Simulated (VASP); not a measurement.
Runs of VASP 6.6.1 on Zn. The structure is that of space group Fm-3m (No. 225), or close to it. The cells are those of the table. 

| task | cell | cutoff (eV) | gap on the mesh (eV) | pressure (GPa) |
| --- | --- | --- | --- | --- |
| single point | a = 2.479 Å, angles 60.0°, 1 atom | 520 | none | 41.7 |
| single point | a = 2.677 Å, angles 60.0°, 1 atom | 520 | none | (a) |
| relaxation of cell and atoms | relaxed to 40 GPa from a = 2.779 Å, angles 60.0°, 1 atom | 600 | none | 40.0 |
| relaxation of cell and atoms | relaxed from a = 2.779 Å, angles 60.0°, 1 atom | 600 | none | 0.0 |
| relaxation of cell and atoms | relaxed to 20 GPa from a = 2.779 Å, angles 60.0°, 1 atom | 600 | none | 19.7 |
| single point | a = 2.549 Å, angles 60.0°, 1 atom | 520 | none | 21.2 |

Alike in all rows: level LDA; potentials or basis VASP PAW LDA potentials, release 64 (Zn); no spin polarisation; k mesh 11 × 11 × 11; smearing methfessel-paxton 0.1 eV.

Q: Estimate the missing entries.

A: (a) 0.7.

Caveats: the cell is relaxed towards a set pressure, so the enthalpy falls and the energy may rise (some runs).

A gap of «none» marks levels without a gap at the run's occupations.
